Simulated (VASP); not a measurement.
# Pd2PtSe6 (P-3m1) in VASP: relaxation of cell and atoms with PBE

Aim: the relaxation of cell and atoms of Pd2PtSe6 with PBE.

All numbers are computed with VASP 6.6.1; they aren't measurements. Logs are shortened: lines on timing, memory, paths and dates and some standing lists are left out, and cuts for length are marked.

## 1. The cell of the first run

The structure is trigonal, space group P-3m1 (No. 164). The conventional cell has a = 3.797 Å, b = 3.797 Å, c = 15.187 Å, α = 90.00°, β = 90.00°, γ = 120.00°. Within 3.4 Å of Pd (site symmetry 3m) lie 6 Se at 2.54 Å. Pt (site symmetry -3m) has 6 Se at 2.54 Å within 3.4 Å. Within 3.4 Å of Se (site symmetry 3m) lie 3 Pt at 2.54 Å and 6 Se at 3.36 to 3.38 Å. Se (site symmetry 3m) has 3 Pd at 2.54 Å and 6 Se at 3.23 to 3.38 Å within 3.4 Å. Se (site symmetry 3m) has 3 Pd at 2.54 Å and 6 Se at 3.36 to 3.38 Å within 3.4 Å.

## 2. Relaxation of cell and atoms, PBE

Contents of INCAR:

```
SYSTEM = Pd2PtSe6
PREC = Accurate
ENCUT = 600
EDIFF = 1E-7
ISMEAR = 0
SIGMA = 0.1
LREAL = .FALSE.
LASPH = .TRUE.
NELM = 60
ALGO = Fast
ISIF = 3
LWAVE = .FALSE.
LCHARG = .FALSE.
GGA = PE
IBRION = 2
NSW = 100
EDIFFG = -0.01
```

Contents of KPOINTS:

```
Automatic mesh
0
G
  12 12 4
  0 0 0
```

Contents of POSCAR:

```
Pd2PtSe6
1.0
    3.7965571000      0.0000000000      0.0000000000
   -1.8982786000      3.2879149000      0.0000000000
    0.0000000000      0.0000000000     15.1870676000
Pd Pt Se
2 1 6
Direct
    0.0000000000      0.0000000000      0.3369200000
    0.0000000000      0.0000000000      0.6630800000
    0.0000000000      0.0000000000      0.0000000000
    0.3333333000      0.6666667000      0.0848830000
    0.3333333000      0.6666667000      0.4220050000
    0.3333333000      0.6666667000      0.7475880000
    0.6666667000      0.3333333000      0.2524120000
    0.6666667000      0.3333333000      0.5779950000
    0.6666667000      0.3333333000      0.9151170000
```

Potentials or basis: VASP PAW PBE potentials, release 64 (Pd, Pt, Se).

The run is started by

```bash
> cat potpaw_PBE.64/Pd/POTCAR potpaw_PBE.64/Pt/POTCAR potpaw_PBE.64/Se/POTCAR > POTCAR
> mpirun -np 1 vasp_std > vasp.out
```

OUTCAR:

```text
SYSTEM = Pd2PtSe6
   PREC = Accurate
   ENCUT = 600
   EDIFF = 1E-7
   ISMEAR = 0
   LREAL = .FALSE.
   LASPH = .TRUE.
   NELM = 60
   ISIF = 3
   GGA = PE
   IBRION = 2
   NSW = 100
   EDIFFG = -0.01

 ion  position               nearest neighbor table
   1  0.000  0.000  0.337-   7 2.54   7 2.54   7 2.54   5 2.54   5 2.54   5 2.54
   2  0.000  0.000  0.663-   6 2.54   6 2.54   6 2.54   8 2.54   8 2.54   8 2.54
   3  0.000  0.000  0.000-   4 2.54   9 2.54   9 2.54   4 2.54   9 2.54   4 2.54
   4  0.333  0.667  0.085-   3 2.54   3 2.54   3 2.54
   5  0.333  0.667  0.422-   1 2.54   1 2.54   1 2.54
   6  0.333  0.667  0.748-   2 2.54   2 2.54   2 2.54
   7  0.667  0.333  0.252-   1 2.54   1 2.54   1 2.54
   8  0.667  0.333  0.578-   2 2.54   2 2.54   2 2.54
   9  0.667  0.333  0.915-   3 2.54   3 2.54   3 2.54

  LATTYP: Found a hexagonal cell.
 ALAT       =     3.7965571000
 C/A-ratio  =     4.0002210424

  Lattice vectors:

 A1 = (   3.7965571000,   0.0000000000,   0.0000000000)
 A2 = (  -1.8982786000,   3.2879149000,   0.0000000000)
 A3 = (   0.0000000000,   0.0000000000,  15.1870676000)

Analysis of symmetry for initial positions (statically):
=====================================================================
 Subroutine PRICEL returns:
 Original cell was already a primitive cell.

 Routine SETGRP: Setting up the symmetry group for a
 hexagonal supercell.

 Subroutine GETGRP returns: Found 12 space group operations
 (whereof 12 operations were pure point group operations)
 out of a pool of 24 trial point group operations.

The static configuration has the point symmetry D_3d.

Analysis of symmetry for dynamics (positions and initial velocities):
=====================================================================
 Subroutine PRICEL returns:
 Original cell was already a primitive cell.

 Routine SETGRP: Setting up the symmetry group for a
 hexagonal supercell.

 Subroutine GETGRP returns: Found 12 space group operations
 (whereof 12 operations were pure point group operations)
 out of a pool of 24 trial point group operations.

The dynamic configuration has the point symmetry D_3d.

 Subroutine INISYM returns: Found 12 space group operations
 (whereof 12 operations are pure point group operations),
 and found     1 'primitive' translations
[... 114 lines left out ...]
   NFREE  =      1    steps in history (QN), initial steepest desc. (CG)
   ISIF   =      3    stress and relaxation
   ISYM   =      2    0-nonsym 1-usesym 2-fastsym
   POTIM  = 0.5000    time-step for ionic-motion
   TEBEG  =    0.0;   TEEND  =   0.0 temperature during run
   PSTRESS=    0.0 pullay stress
   NELECT =      66.0000    total number of electrons
   NUPDOWN=      -1.0000    fix difference up-down
   EMIN   =  10.00;   EMAX   =-10.00  energy-range for DOS
   EFERMI =   0.00;   METHOD = LEGACY
   ISMEAR =     0;   SIGMA  =   0.10  broadening in eV -4-tet -1-fermi 0-gaus
   EFERMI_NEDOS =   21; number of points for ismear=-14 and -15
   IALGO  =     68    algorithm
   IMIX   =      4    mixing-type and parameters
     AMIX     =   0.40;   BMIX     =  1.00
     AMIX_MAG =   1.60;   BMIX_MAG =  1.00
  volume/ion in A,a.u.               =      21.06       142.15
  Fermi-wavevector in a.u.,A,eV,Ry     =   1.151670  2.176340 18.045998  1.326343
  Thomas-Fermi vector in A             =   2.288326
   LORBIT       =      0    0 simple, 1 ext, 2 COOP (PROOUT), +10 PAW based schemes
   GGA     = PE    functional components
   LHFCALC =     F    Hartree Fock is set to
   AEXX    =    0.0000 exact exchange contribution
   IVDW    =     0    specifies the selected vdW correction
   LEPSILON=     F    determine dielectric tensor
   LRPA    =     F    only Hartree local field effects (RPA)
 conjugate gradient relaxation of ions
 non-spin polarized calculation
 RMM-DIIS sequential band-by-band and
 Gauss-broadening in eV      SIGMA  =   0.10
  energy-cutoff  :      600.00
  volume of cell :      189.58
 maximum number of plane-waves:      6364
   NGX = 15   NGY = 15   NGZ = 61

 number of electron      66.0000002 magnetization

 Free energy of the ion-electron system (eV)
  ---------------------------------------------------
  ext. energy  EPLUGINS =         0.00000000
  ---------------------------------------------------
  free energy    TOTEN  =       -40.36923491 eV

  energy without entropy =      -40.35119785  energy(sigma->0) =      -40.36021638

 E-fermi :   5.5159     XC(G=0): -10.4057

 val. band max:        5.5053499045   @ k =  -0.1667   0.5000   0.2500
 cond. band min:       5.5268547360   @ k =   0.0000   0.0833   0.2500
 fundamental gap:      0.0215048315
 Fermi energy:         5.5159431441

 k-point     1 :       0.0000    0.0000    0.0000
  band No.  band energies     occupation
      1      -9.4179      2.00000
      2      -8.9972      2.00000
      3      -8.6974      2.00000
      4      -7.6179      2.00000
      5      -7.5704      2.00000
      6      -6.7946      2.00000
[... 997 lines left out ...]
     38       6.7758      0.00000
     39       7.4027      0.00000

 [... further k-points ...]

------------------------ aborting loop because EDIFF is reached ----------------------------------------

  FORCE on cell =-STRESS in cart. coord.  units (eV):
  Direction    XX          YY          ZZ          XY          YZ          ZX
  --------------------------------------------------------------------------------------
  -------------------------------------------------------------------------------------
  Total        0.0277577      0.0277577      0.0001768     -0.0000000      0.0000000      0.0000000
  in kB        0.2345899      0.2345899      0.0014945     -0.0000000      0.0000000      0.0000000
  external PRESSURE =       0.1568914 kB  Pullay stress =       0.0000000 kB

 VOLUME and BASIS-vectors are now :
 -----------------------------------------------------------------------------
  energy-cutoff  :      600.00
  volume of cell :      189.58
      direct lattice vectors                 reciprocal lattice vectors
     3.796557100  0.000000000  0.000000000     0.263396539  0.152072066  0.000000000
    -1.898278600  3.287914900  0.000000000     0.000000000  0.304144125  0.000000000
     0.000000000  0.000000000 15.187067600     0.000000000  0.000000000  0.065845496

 POSITION                                       TOTAL-FORCE (eV/Angst)
 -----------------------------------------------------------------------------------
      0.00000      0.00000      5.11683         0.000000      0.000000     -0.004030
      0.00000      0.00000     10.07024         0.000000     -0.000000      0.004030
      0.00000      0.00000      0.00000         0.000000      0.000000     -0.000000
     -0.00000      2.19194      1.28912        -0.000000      0.000000      0.002259
     -0.00000      2.19194      6.40902         0.000000     -0.000000      0.007310
     -0.00000      2.19194     11.35367         0.000000     -0.000000      0.003316
      1.89828      1.09597      3.83340        -0.000000      0.000000     -0.003316
      1.89828      1.09597      8.77805         0.000000      0.000000     -0.007310
      1.89828      1.09597     13.89794         0.000000     -0.000000     -0.002259
 -----------------------------------------------------------------------------------
    total drift:                                0.000000      0.000000      0.000000

  FREE ENERGIE OF THE ION-ELECTRON SYSTEM (eV)
  ---------------------------------------------------
  free  energy   TOTEN  =       -40.3692349080 eV

  energy  without entropy=      -40.3511978450  energy(sigma->0) =      -40.36021638

 reached required accuracy - stopping structural energy minimisation
```

Run time: 18 min. Hardware: 1 thread of Oxide Virtual Turin-like, shared host; peak memory 0.71 GiB.

What came out:

```yaml
Free_energy: -40.3692 eV
Pressure_after_relaxing: 0.0 GPa
Largest_force_after_relaxing: 0.007 eV/Å
Band_gap_on_the_k_mesh: zero (bands 33 and 34 overlap by 0.97 eV)
```

Forces in eV/Å, atoms in the order of the input:
```
Pd   0.000  0.000 -0.004
Pd   0.000  0.000  0.004
Pt   0.000  0.000  0.000
Se   0.000  0.000  0.002
Se   0.000  0.000  0.007
Se   0.000  0.000  0.003
Se   0.000  0.000 -0.003
Se   0.000  0.000 -0.007
Se   0.000  0.000 -0.002
```

Final structure:
```cif
data_structure
_symmetry_space_group_name_H-M 'P 1'
_symmetry_Int_Tables_number 1
_cell_length_a 3.7966
_cell_length_b 3.7966
_cell_length_c 15.1871
_cell_angle_alpha 90.000
_cell_angle_beta 90.000
_cell_angle_gamma 120.000
_cell_volume 189.58
loop_
_atom_site_label
_atom_site_type_symbol
_atom_site_fract_x
_atom_site_fract_y
_atom_site_fract_z
_atom_site_occupancy
Pd1 Pd 0.00000 0.00000 0.33692 1
Pd2 Pd 0.00000 0.00000 0.66308 1
Pt1 Pt 0.00000 0.00000 0.00000 1
Se1 Se 0.33333 0.66667 0.08488 1
Se2 Se 0.33333 0.66667 0.42201 1
Se3 Se 0.33333 0.66667 0.74759 1
Se4 Se 0.66667 0.33333 0.25241 1
Se5 Se 0.66667 0.33333 0.57800 1
Se6 Se 0.66667 0.33333 0.91512 1
```

Caveat: the relaxation stopped at its first step, so nothing moved; spin-orbit coupling is left out, which moves the levels of the heavy elements.
